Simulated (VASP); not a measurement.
Crystal: Ti3ZnH.

```xyz
5
Lattice="4.0473 0.0000 0.0000 0.0000 4.0473 0.0000 0.0000 0.0000 4.0473" Properties=species:S:1:pos:R:3 pbc="T T T"
Ti    0.0000    2.0236    2.0236
Ti    2.0236    2.0236    0.0000
Ti    2.0236    0.0000    2.0236
Zn    0.0000    0.0000    0.0000
H     2.0236    2.0236    2.0236
```

Base run:

| Property | Result |
| --- | --- |
| Program | VASP 6.6.1 |
| Functional | r2SCAN |
| Potentials or basis | VASP PAW PBE potentials, release 64 (Ti_sv, Zn, H) |
| Cutoff | 520 eV |
| k mesh | 10 × 10 × 10 |
| Occupations | gaussian, width 0.1 eV |
| Spin | no spin polarisation |

Its results: pressure -1.3 GPa.

Problem. The run is repeated on the same cell with these changes: functional from r2SCAN to PBE; further incar settings from ALGO = Normal; EDIFF = 1e-07; NBANDS = 32 to ALGO = Normal; EDIFF = 1e-06; NBANDS = 32. What comes out?

Solution. Pressure 0.0 GPa.

Caveats: the PAW data sets were made with another functional, which shifts forces and pressure a little (some runs).
